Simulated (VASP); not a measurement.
The system is BaTiO3.

```xyz
5
Lattice="3.9855 0.0000 0.0000 0.0000 2.8369 2.8451 0.0000 -2.8369 2.8451" Properties=species:S:1:pos:R:3 pbc="T T T"
Ba    0.0000    0.0000    0.0000
Ti    1.9928    0.0000    2.9157
O     1.9928    1.3804    4.2594
O     1.9928   -1.3804    4.2594
O     0.0000    0.0000    2.7735
```

- Program: VASP 6.6.1
- Task: relaxation of cell and atoms
- Functional: PBEsol
- Potentials or basis: VASP PAW PBE potentials, release 64 (Ba_sv, Ti_sv, O)
- Cutoff: 600 eV
- k mesh: 7 × 7 × 7
- Occupations: fermi-dirac, width 0.05 eV
- Spin: no spin polarisation

At the start: pressure -2.3 GPa; volume 12.87 Å³/atom.

**Question.** How do energy, volume and symmetry change on relaxing?

**Answer.** Over 13 steps the energy falls by 6.1 meV/atom and the volume is 12.84 Å³/atom (-0.2 %); space group Amm2 (No. 38, to 0.1 Å) before and after.

The path:
| step | energy change (eV) | largest force (eV/Å) | pressure (GPa) | volume (Å³) |
| --- | --- | --- | --- | --- |
| 1 | 0.0000 | 0.2790 | -2.27 | 64.34 |
| 2 | -0.0075 | 0.1888 | 2.79 | 62.65 |
| 3 | -0.0118 | 0.2063 | 0.82 | 63.27 |
| 4 | -0.0195 | 0.1548 | 0.65 | 63.43 |
| 5 | -0.0275 | 0.0845 | 0.36 | 63.83 |
| 6 | -0.0276 | 0.0754 | 0.37 | 63.79 |
| 7 | -0.0291 | 0.1005 | -0.63 | 64.21 |
| 8 | -0.0292 | 0.0957 | -0.44 | 64.13 |
| 9 | -0.0298 | 0.0367 | 0.40 | 63.92 |
| 10 | -0.0300 | 0.0418 | 0.13 | 63.98 |
| 11 | -0.0304 | 0.0236 | 0.08 | 64.05 |
| 12 | -0.0305 | 0.0279 | 0.02 | 64.13 |
| 13 | -0.0306 | 0.0094 | -0.06 | 64.19 |

Final structure:
```cif
data_structure
_symmetry_space_group_name_H-M 'P 1'
_symmetry_Int_Tables_number 1
_cell_length_a 3.9611
_cell_length_b 4.0255
_cell_length_c 4.0255
_cell_angle_alpha 89.781
_cell_angle_beta 90.000
_cell_angle_gamma 90.000
_cell_volume 64.19
loop_
_atom_site_label
_atom_site_type_symbol
_atom_site_fract_x
_atom_site_fract_y
_atom_site_fract_z
_atom_site_occupancy
Ba1 Ba 0.00000 0.00656 0.00656 1
Ti1 Ti 0.50000 0.52085 0.52085 1
O1 O 0.50000 0.98388 0.49380 1
O2 O 0.50000 0.49380 0.98388 1
O3 O 0.00000 0.49178 0.49178 1
```

Caveat: the PAW data sets were made with another functional, which shifts forces and pressure a little.
